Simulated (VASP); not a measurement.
# MgO (Fm-3m) in VASP: further runs

MgO is run at these levels: r2SCAN, PBE; tasks: single point.

All numbers are computed with VASP 6.6.1; they aren't measurements. Logs are shortened: lines on timing, memory, paths and dates and some standing lists are left out, and cuts for length are marked.

**The experiment to reproduce.**

From “Electronic structure of alkaline earth and post-transition metal oxides”, 2009, arxiv:0908.1581, for a bulk crystal of MgO: band gap 7.83 eV.

The results are compared with them further down.

**1. The cell of the first run**

Symmetry: Fm-3m, No. 225, cubic system. Conventional cell: a = 4.254 Å, b = 4.254 Å, c = 4.254 Å, α = 90.00°, β = 90.00°, γ = 90.00°. Within 2.8 Å of Mg (site symmetry m-3m) lie 6 O at 2.13 Å. O (site symmetry m-3m) has 6 Mg at 2.13 Å within 2.8 Å.

**2. Single point, r2SCAN**

File POSCAR:

```
MgO
1.0
    0.0000000000      2.1268522620      2.1268522620
    2.1268522620      0.0000000000      2.1268522620
    2.1268522620      2.1268522620      0.0000000000
Mg O
1 1
Direct
    0.0000000000      0.0000000000      0.0000000000
    0.5000000000      0.5000000000      0.5000000000
```

File INCAR.step1:

```
ALGO     = Normal         # electronic algorithm
EDIFF    = 1E-4           # SCF threshold, eV
ENCUT    = 520            # plane-wave cutoff, eV
GGA      = PE             # functional
ISMEAR   = 0              # smearing method
LASPH    = True           # aspherical terms in the spheres
LCHARG   = False          # write CHGCAR
LREAL    = False          # projectors in reciprocal space
LWAVE    = True           # write WAVECAR
NBANDS   = 11             # bands
NELM     = 60             # most SCF steps
PREC     = Accurate       # precision mode
SIGMA    = 0.02           # smearing width, eV
```

File INCAR.step2:

```
ALGO     = Normal         # electronic algorithm
EDIFF    = 1E-6           # SCF threshold, eV
ENCUT    = 520            # plane-wave cutoff, eV
ISIF     = 2              # what is computed and relaxed
ISMEAR   = 0              # smearing method
ISTART   = 1            
LASPH    = True           # aspherical terms in the spheres
LCHARG   = False          # write CHGCAR
LMIXTAU  = True         
LREAL    = False          # projectors in reciprocal space
LWAVE    = False          # write WAVECAR
METAGGA  = R2SCAN         # meta-GGA
NBANDS   = 11             # bands
NELM     = 60             # most SCF steps
PREC     = Accurate       # precision mode
SIGMA    = 0.02           # smearing width, eV
```

File KPOINTS:

```
k-points
0
Gamma
  10 10 10
```

Potentials or basis: VASP PAW PBE potentials, release 64 (Mg, O).

Launch:

```bash
$ cat potpaw_PBE.64/Mg/POTCAR potpaw_PBE.64/O/POTCAR > POTCAR
$ cp INCAR.step1 INCAR
$ mpirun -np 1 vasp_std > vasp.out
$ cp INCAR.step2 INCAR
$ mpirun -np 1 vasp_std > vasp.out
```

OUTCAR:

```text
EDIFF = 1E-6
   ENCUT = 520
   ISIF = 2
   ISMEAR = 0
   ISTART = 1
   LASPH = True
   LREAL = False
   METAGGA = R2SCAN
   NELM = 60
   PREC = Accurate

 ion  position               nearest neighbor table
   1  0.000  0.000  0.000-   2 2.13   2 2.13   2 2.13   2 2.13   2 2.13   2 2.13
   2  0.500  0.500  0.500-   1 2.13   1 2.13   1 2.13   1 2.13   1 2.13   1 2.13

  LATTYP: Found a face centered cubic cell.
 ALAT       =     4.2537045240

  Lattice vectors:

 A1 = (   0.0000000000,   2.1268522620,   2.1268522620)
 A2 = (   2.1268522620,   0.0000000000,   2.1268522620)
 A3 = (   2.1268522620,   2.1268522620,   0.0000000000)

Analysis of symmetry for initial positions (statically):
=====================================================================
 Subroutine PRICEL returns:
 Original cell was already a primitive cell.

 Routine SETGRP: Setting up the symmetry group for a
 face centered cubic supercell.

 Subroutine GETGRP returns: Found 48 space group operations
 (whereof 48 operations were pure point group operations)
 out of a pool of 48 trial point group operations.

The static configuration has the point symmetry O_h .

Analysis of symmetry for dynamics (positions and initial velocities):
=====================================================================
 Subroutine PRICEL returns:
 Original cell was already a primitive cell.

 Routine SETGRP: Setting up the symmetry group for a
 face centered cubic supercell.

 Subroutine GETGRP returns: Found 48 space group operations
 (whereof 48 operations were pure point group operations)
 out of a pool of 48 trial point group operations.

The dynamic configuration has the point symmetry O_h .

 Subroutine INISYM returns: Found 48 space group operations
 (whereof 48 operations are pure point group operations),
 and found     1 'primitive' translations

----------------------------------------------------------------------------------------

                                     Primitive cell

  volume of cell :      19.2416

  direct lattice vectors                    reciprocal lattice vectors
     0.000000000  2.126852262  2.126852262    -0.235089202  0.235089202  0.235089202
     2.126852262  0.000000000  2.126852262     0.235089202 -0.235089202  0.235089202
     2.126852262  2.126852262  0.000000000     0.235089202  0.235089202 -0.235089202

  length of vectors
     3.007823314  3.007823314  3.007823314     0.407186441  0.407186441  0.407186441

  position of ions in fractional coordinates (direct lattice)
     0.000000000  0.000000000  0.000000000
[... 83 lines left out ...]
   NFREE  =      0    steps in history (QN), initial steepest desc. (CG)
   ISIF   =      2    stress and relaxation
   ISYM   =      2    0-nonsym 1-usesym 2-fastsym
   POTIM  = 0.5000    time-step for ionic-motion
   TEBEG  =    0.0;   TEEND  =   0.0 temperature during run
   PSTRESS=    0.0 pullay stress
   NELECT =       8.0000    total number of electrons
   NUPDOWN=      -1.0000    fix difference up-down
   EMIN   =  10.00;   EMAX   =-10.00  energy-range for DOS
   EFERMI =   0.00;   METHOD = LEGACY
   ISMEAR =     0;   SIGMA  =   0.02  broadening in eV -4-tet -1-fermi 0-gaus
   EFERMI_NEDOS =   21; number of points for ismear=-14 and -15
   IALGO  =     38    algorithm
   IMIX   =      4    mixing-type and parameters
     AMIX     =   0.40;   BMIX     =  1.00
     AMIX_MAG =   1.60;   BMIX_MAG =  1.00
  volume/ion in A,a.u.               =       9.62        64.92
  Fermi-wavevector in a.u.,A,eV,Ry     =   1.221868  2.308995 20.312962  1.492961
  Thomas-Fermi vector in A             =   2.357035
   LORBIT       =      0    0 simple, 1 ext, 2 COOP (PROOUT), +10 PAW based schemes
   METAGGA = R2SCAN    functional components
   LHFCALC =     F    Hartree Fock is set to
   AEXX    =    0.0000 exact exchange contribution
   IVDW    =     0    specifies the selected vdW correction
   LEPSILON=     F    determine dielectric tensor
   LRPA    =     F    only Hartree local field effects (RPA)
 non-spin polarized calculation
 Gauss-broadening in eV      SIGMA  =   0.02
  energy-cutoff  :      520.00
  volume of cell :       19.24
 maximum number of plane-waves:       534
 NGX is ok and might be reduce to    24
   NGX = 11   NGY = 11   NGZ = 11

 number of electron       8.0000004 magnetization

 Free energy of the ion-electron system (eV)
  ---------------------------------------------------
  ext. energy  EPLUGINS =         0.00000000
  ---------------------------------------------------
  free energy    TOTEN  =       -16.14579726 eV

  energy without entropy =      -16.14579726  energy(sigma->0) =      -16.14579726

 E-fermi :   2.7587     XC(G=0): -11.4440

 val. band max:        2.5630303326   @ k =   0.0000   0.0000   0.0000
 cond. band min:       7.8738143833   @ k =   0.0000   0.0000   0.0000
 fundamental gap:      5.3107840507
 Fermi energy:         2.7587021903

 k-point     1 :       0.0000    0.0000    0.0000
  band No.  band energies     occupation
      1     -15.4897      2.00000
      2       2.5630      2.00000
      3       2.5630      2.00000
      4       2.5630      2.00000
      5       7.8738      0.00000
      6      19.2216      0.00000
      7      19.2216      0.00000
      8      19.2216      0.00000
      9      23.2832      0.00000
     10      25.0193      0.00000
     11      25.0193      0.00000
[... 309 lines left out ...]
 k-point    24 :       0.4000    0.3000    0.0000
  band No.  band energies     occupation
      1     -14.3494      2.00000
      2      -0.9168      2.00000
      3       1.2870      2.00000
      4       1.4935      2.00000
      5      12.8494      0.00000
      6      13.5909      0.00000
      7      17.0089      0.00000
      8      21.6339      0.00000
      9      21.8493      0.00000
     10      28.4710      0.00000
     11      30.4246      0.00000

 [... further k-points ...]
[... 5 lines left out ...]
  --------------------------------------------------------------------------------------
  -------------------------------------------------------------------------------------
  Total       -0.7868084     -0.7868084     -0.7868084      0.0000000      0.0000000      0.0000000
  in kB      -65.5145243    -65.5145243    -65.5145243      0.0000000      0.0000000      0.0000000
  external PRESSURE =     -65.5145243 kB  Pullay stress =       0.0000000 kB

 VOLUME and BASIS-vectors are now :
 -----------------------------------------------------------------------------
  energy-cutoff  :      520.00
  volume of cell :       19.24
      direct lattice vectors                 reciprocal lattice vectors
     0.000000000  2.126852262  2.126852262    -0.235089202  0.235089202  0.235089202
     2.126852262  0.000000000  2.126852262     0.235089202 -0.235089202  0.235089202
     2.126852262  2.126852262  0.000000000     0.235089202  0.235089202 -0.235089202

 POSITION                                       TOTAL-FORCE (eV/Angst)
 -----------------------------------------------------------------------------------
      0.00000      0.00000      0.00000         0.000000     -0.000000      0.000000
      2.12685      2.12685      2.12685        -0.000000      0.000000     -0.000000
 -----------------------------------------------------------------------------------
    total drift:                               -0.000000     -0.000000      0.000000

  FREE ENERGIE OF THE ION-ELECTRON SYSTEM (eV)
  ---------------------------------------------------
  free  energy   TOTEN  =       -16.1457972559 eV

  energy  without entropy=      -16.1457972559  energy(sigma->0) =      -16.14579726
```

OUTCAR.step1:

```text
EDIFF = 1E-4
   ENCUT = 520
   GGA = PE
   ISMEAR = 0
   LASPH = True
[... 557 lines left out ...]
 -----------------------------------------------------------------------------------
      0.00000      0.00000      0.00000        -0.000000     -0.000000     -0.000000
      2.12685      2.12685      2.12685         0.000000      0.000000      0.000000
 -----------------------------------------------------------------------------------
    total drift:                               -0.000000     -0.000000      0.000000

  FREE ENERGIE OF THE ION-ELECTRON SYSTEM (eV)
  ---------------------------------------------------
  free  energy   TOTEN  =       -11.9116849506 eV

  energy  without entropy=      -11.9116849506  energy(sigma->0) =      -11.91168495
```

OSZICAR.step1:

```text
N       E                     dE             d eps       ncg     rms          rms(c)
DAV:   1     0.154836989141E+02    0.15484E+02   -0.45283E+03  1178   0.638E+02
DAV:   2    -0.127641941715E+02   -0.28248E+02   -0.26951E+02  1208   0.136E+02
DAV:   3    -0.134664845516E+02   -0.70229E+00   -0.70151E+00  1234   0.187E+01
DAV:   4    -0.134683774794E+02   -0.18929E-02   -0.18929E-02  1118   0.109E+00
DAV:   5    -0.134683832524E+02   -0.57730E-05   -0.57730E-05  1172   0.606E-02    0.719E+00
DAV:   6    -0.119309755752E+02    0.15374E+01   -0.89993E+00  1073   0.163E+01    0.227E+00
DAV:   7    -0.119177234598E+02    0.13252E-01   -0.61615E-02  1118   0.217E+00    0.135E+00
DAV:   8    -0.119121292588E+02    0.55942E-02   -0.30044E-02  1091   0.193E+00    0.251E-01
DAV:   9    -0.119117080034E+02    0.42126E-03   -0.62644E-04  1163   0.175E-01    0.141E-01
DAV:  10    -0.119116849506E+02    0.23053E-04   -0.54013E-04  1091   0.172E-01
   1 F= -.11911685E+02 E0= -.11911685E+02  d E =-.129445E-11
```

It took 24 s on 1 thread of Intel Xeon Platinum 8375C at 2.90GHz (Ice Lake), shared host; peak memory 0.15 GiB.

Results:

- Free energy: -16.1458 eV
- Pressure: -6.6 GPa
- Band gap on the k mesh: 5.31 eV, direct

Levels at points of the mesh, in eV from the valence-band top:
```tsv
k point	band 1	band 2	band 3	band 4	band 5	band 6	band 7	band 8
(0.00, 0.00, 0.00)	-18.05	0.00	0.00	0.00	5.31	16.66	16.66	16.66
(0.50, 0.00, 0.00)	-16.88	-4.48	-0.64	-0.64	8.60	13.46	17.11	17.11
(0.50, 0.50, 0.00)	-16.64	-3.98	-1.33	-1.33	9.99	10.73	13.96	19.90
```

Caveat: the PAW data sets were made with another functional, which shifts forces and pressure a little. r2SCAN opens gaps a little over a GGA but as a rule still falls short of measured ones.

**3. Single point, PBE**

File INCAR:

```
SYSTEM = MgO
PREC = Accurate
ENCUT = 520
EDIFF = 1E-7
ISMEAR = 0
SIGMA = 0.02
LREAL = .FALSE.
LASPH = .TRUE.
NELM = 100
ALGO = Normal
ISIF = 2
LWAVE = .FALSE.
LCHARG = .FALSE.
GGA = PE
NBANDS = 11
```

File KPOINTS:

```
regular mesh
0
G
  10 10 10
  0 0 0
```

File POSCAR:

```
MgO
1.0
    0.0000000000      2.1268522623      2.1268522623
    2.1268522623      0.0000000000      2.1268522623
    2.1268522623      2.1268522623      0.0000000000
Mg O
1 1
Direct
    0.0000000000      0.0000000000      0.0000000000
    0.5000000000      0.5000000000      0.5000000000
```

Potentials or basis: VASP PAW PBE potentials, release 64 (Mg, O).

Launch:

```bash
$ cat potpaw_PBE.64/Mg/POTCAR potpaw_PBE.64/O/POTCAR > POTCAR
$ mpirun -np 1 vasp_std > vasp.out
```

Wall time 5.5 s (1 thread of Intel Xeon 6975P-C (Granite Rapids), shared host); peak memory 0.14 GiB.

Results (log left out):

```yaml
Free_energy: -11.9117 eV
Pressure: -0.7 GPa
Band_gap_on_the_k_mesh: 4.44 eV, direct
```

Levels at points of the mesh, in eV from the valence-band top:
```csv
k point,band 2,band 3,band 4,band 5,band 6,band 7
"(0.00, 0.00, 0.00)",0.00,0.00,0.00,4.44,15.63,15.63
"(0.50, 0.00, 0.00)",-4.49,-0.62,-0.62,7.71,12.27,16.01
"(0.50, 0.50, 0.00)",-3.96,-1.31,-1.31,9.08,9.65,12.79
```

**4. Single point, PBE**

This run uses another cell than the first one, of 9.37 Å³/atom, 0.974 times its volume.

File INCAR:

```
  ALGO = Normal
  EDIFF = 1E-7
  ENCUT = 520
  GGA = PE
  ISIF = 2
  ISMEAR = 0
  LASPH = True
  LCHARG = False
  LREAL = False
  LWAVE = False
  NBANDS = 11
  NELM = 80
  PREC = Accurate
  SIGMA = 0.1
```

File KPOINTS:

```
k-points
0
Gamma
  8 8 8
```

File POSCAR:

```
MgO
1.0
    0.0000000000      2.1085000000      2.1085000000
    2.1085000000      0.0000000000      2.1085000000
    2.1085000000      2.1085000000      0.0000000000
Mg O
1 1
Direct
    0.0000000000      0.0000000000      0.0000000000
    0.5000000000      0.5000000000      0.5000000000
```

Potentials or basis: VASP PAW PBE potentials, release 64 (Mg, O).

Launch:

```bash
$ cat potpaw_PBE.64/Mg/POTCAR potpaw_PBE.64/O/POTCAR > POTCAR
$ mpirun -np 1 vasp_std > vasp.out
```

OUTCAR:

```text
EDIFF = 1E-7
   ENCUT = 520
   GGA = PE
   ISIF = 2
   ISMEAR = 0
   LASPH = True
   LREAL = False
   NELM = 80
   PREC = Accurate

 ion  position               nearest neighbor table
   1  0.000  0.000  0.000-   2 2.11   2 2.11   2 2.11   2 2.11   2 2.11   2 2.11
   2  0.500  0.500  0.500-   1 2.11   1 2.11   1 2.11   1 2.11   1 2.11   1 2.11

  LATTYP: Found a face centered cubic cell.
 ALAT       =     4.2170000000

  Lattice vectors:

 A1 = (   0.0000000000,   2.1085000000,   2.1085000000)
 A2 = (   2.1085000000,   0.0000000000,   2.1085000000)
 A3 = (   2.1085000000,   2.1085000000,   0.0000000000)

Analysis of symmetry for initial positions (statically):
=====================================================================
 Subroutine PRICEL returns:
 Original cell was already a primitive cell.

 Routine SETGRP: Setting up the symmetry group for a
 face centered cubic supercell.

 Subroutine GETGRP returns: Found 48 space group operations
 (whereof 48 operations were pure point group operations)
 out of a pool of 48 trial point group operations.

The static configuration has the point symmetry O_h .

[... 164 lines left out ...]
 cond. band min:       7.8529273069   @ k =   0.0000   0.0000   0.0000
 fundamental gap:      4.6923623781
 Fermi energy:         3.6528700523

 k-point     1 :       0.0000    0.0000    0.0000
  band No.  band energies     occupation
      1     -14.0849      2.00000
      2       3.1606      2.00000
      3       3.1606      2.00000
      4       3.1606      2.00000
      5       7.8529      0.00000
      6      18.9405      0.00000
      7      18.9405      0.00000
      8      18.9405      0.00000
      9      22.8479      0.00000
     10      24.6182      0.00000
     11      24.6182      0.00000
[... 309 lines left out ...]
 k-point    24 :      -0.3750    0.2500    0.1250
  band No.  band energies     occupation
      1     -12.6596      2.00000
      2      -0.8253      2.00000
      3       1.2344      2.00000
      4       2.1790      2.00000
      5      12.8080      0.00000
      6      15.3264      0.00000
      7      16.6136      0.00000
      8      20.0157      0.00000
      9      23.6454      0.00000
     10      25.1924      0.00000
     11      29.2651      0.00000

 [... further k-points ...]
[... 5 lines left out ...]
  --------------------------------------------------------------------------------------
  -------------------------------------------------------------------------------------
  Total        0.3948472      0.3948472      0.3948472      0.0000000      0.0000000      0.0000000
  in kB       33.7434035     33.7434035     33.7434035      0.0000000      0.0000000      0.0000000
  external PRESSURE =      33.7434035 kB  Pullay stress =       0.0000000 kB

 VOLUME and BASIS-vectors are now :
 -----------------------------------------------------------------------------
  energy-cutoff  :      520.00
  volume of cell :       18.75
      direct lattice vectors                 reciprocal lattice vectors
     0.000000000  2.108500000  2.108500000    -0.237135404  0.237135404  0.237135404
     2.108500000  0.000000000  2.108500000     0.237135404 -0.237135404  0.237135404
     2.108500000  2.108500000  0.000000000     0.237135404  0.237135404 -0.237135404

 POSITION                                       TOTAL-FORCE (eV/Angst)
 -----------------------------------------------------------------------------------
      0.00000      0.00000      0.00000         0.000000      0.000000      0.000000
      2.10850      2.10850      2.10850        -0.000000     -0.000000      0.000000
 -----------------------------------------------------------------------------------
    total drift:                               -0.000000     -0.000000      0.000000

  FREE ENERGIE OF THE ION-ELECTRON SYSTEM (eV)
  ---------------------------------------------------
  free  energy   TOTEN  =       -11.9071088838 eV

  energy  without entropy=      -11.9071088838  energy(sigma->0) =      -11.90710888
```

stdout:

```text
POSCAR found type information on POSCAR MgO
 POSCAR found :  2 types and       2 ions
 scaLAPACK will be used
 LDA part: xc-table for (Slater+PW92), standard interpolation
 POSCAR, INCAR and KPOINTS ok, starting setup
 FFT: planning ... GRIDC
 FFT: planning ... GRID_SOFT
 FFT: planning ... GRID
 WAVECAR not read
 entering main loop
```

Wall time 6 s (1 thread of Intel Xeon Platinum 8488C (Sapphire Rapids), shared host); peak memory 0.14 GiB.

Results:

| Property | Result |
| --- | --- |
| Free energy | -11.9071 eV |
| Pressure | 3.4 GPa |
| Band gap on the k mesh | 4.69 eV, direct |

**5. The runs side by side**

| level | cell | k mesh | smearing | gap on the mesh (eV) | pressure (GPa) |
| --- | --- | --- | --- | --- | --- |
| r2SCAN | a = 3.008 Å, angles 60.0°, 2 atoms | 10 × 10 × 10 | gaussian 0.02 eV | 5.31 | -6.6 |
| PBE | a = 3.008 Å, angles 60.0°, 2 atoms | 10 × 10 × 10 | gaussian 0.02 eV | 4.44 | -0.7 |
| PBE | a = 2.982 Å, angles 60.0°, 2 atoms | 8 × 8 × 8 | gaussian 0.1 eV | 4.69 | 3.4 |

Alike in all rows: task single point; potentials or basis VASP PAW PBE potentials, release 64 (Mg, O); no spin polarisation; cutoff (eV) 520.

Caveats: the PAW data sets were made with another functional, which shifts forces and pressure a little (some runs).

Total energies depend on the potentials used, so only differences within one code and one set of settings carry meaning.

**6. How close it comes**

Step 3. A measured gap of MgO is 7.83 eV (quoted in “Electronic structure of alkaline earth and post-transition metal oxides”, 2009, arxiv:0908.1581); the calculated 4.44 eV misses it by -3.39 eV. The value is that of PBE, without temperature or zero-point motion. Semilocal functionals fall short of measured gaps as a rule.
